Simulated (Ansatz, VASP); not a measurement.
## Two plane-wave programs on Ti5Si

Contents of INCAR:

```
PREC = Accurate
ENCUT = 520
EDIFF = 1E-6
ISMEAR = -5
SIGMA = 0.1
LREAL = F
LASPH = T
NELM = 80
ALGO = Fast
ISIF = 2
LWAVE = F
LCHARG = T
GGA = PS
LELF = T
LVHAR = T
NBANDS = 41
```

The input KPOINTS:

```
Automatic mesh
0
Gamma
  12 12 12
```

POSCAR

```
Ti5Si
1.0
    2.5228393509      1.4565619783      4.4409048145
   -2.5228393509      1.4565619783      4.4409048145
    0.0000000000     -2.9131239567      4.4409048145
Ti Si
5 1
Direct
    0.1514396700      0.1514396700      0.1514396700
    0.6053500000      0.3946500000      0.0000000000
    0.0000000000      0.6053500000      0.3946500000
    0.8485603300      0.8485603300      0.8485603300
    0.3946500000      0.0000000000      0.6053500000
    0.5000000000      0.5000000000      0.5000000000
```

Input for Ansatz:

```yaml
crystal:
  lattice:
    - [2.5228393509, 1.4565619783, 4.4409048145]
    - [-2.5228393509, 1.4565619783, 4.4409048145]
    - [0.0, -2.9131239567, 4.4409048145]
  atoms:
    - { symbol: Ti, position: [0.15143967, 0.15143967, 0.15143967] }
    - { symbol: Ti, position: [0.60535, 0.39465, 0.0] }
    - { symbol: Ti, position: [0.0, 0.60535, 0.39465] }
    - { symbol: Ti, position: [0.84856033, 0.84856033, 0.84856033] }
    - { symbol: Ti, position: [0.39465, 0.0, 0.60535] }
    - { symbol: Si, position: [0.5, 0.5, 0.5] }
basis:
  ecutwfc: 420
kpoints:
  mp_grid: { grid: [12, 12, 12] }
hamiltonian:
  xc: pbesol
scf:
  occupations: { method: tetrahedron }
output:
  forces: true
  stress: true
  eigenvalues: true
```

Alike in both runs: task single point; functional PBEsol; k mesh 12 × 12 × 12; occupations tetrahedron; no spin polarisation.

|  | VASP | Ansatz |
| --- | --- | --- |
| version | VASP 6.6.1 | Ansatz 0.2.0 |
| potentials or method | VASP PAW PBE potentials, release 64 (Ti_sv, Si), cutoff 520 eV | scalar-relativistic, plane waves, PAW |
| valence electrons in the cell | 64 | 64 |

Ansatz gave:

| Quantity | Value |
| --- | --- |
| gap on the k mesh at the Fermi level (eV) | none |
| pressure (GPa) | -4.4 |
| traceless stress, the component that is largest in VASP (GPa) | -0.07 |
| rms of the force components (eV/Å) | 0.034 |

What did VASP give for the same quantities?

gap on the k mesh at the Fermi level (eV): none; pressure (GPa): -4.3; traceless stress, the component that is largest in VASP (GPa): -0.04; rms of the force components (eV/Å): 0.033.

VASP's potentials were made for PBE, not for PBEsol. Atom by atom the forces differ by 0.001 eV/Å (rms over components). A gap of «none» marks a metal or a gap that the smearing closes. Ansatz's warnings: band table not solved further, tetrahedron derivatives may miss energy slope.
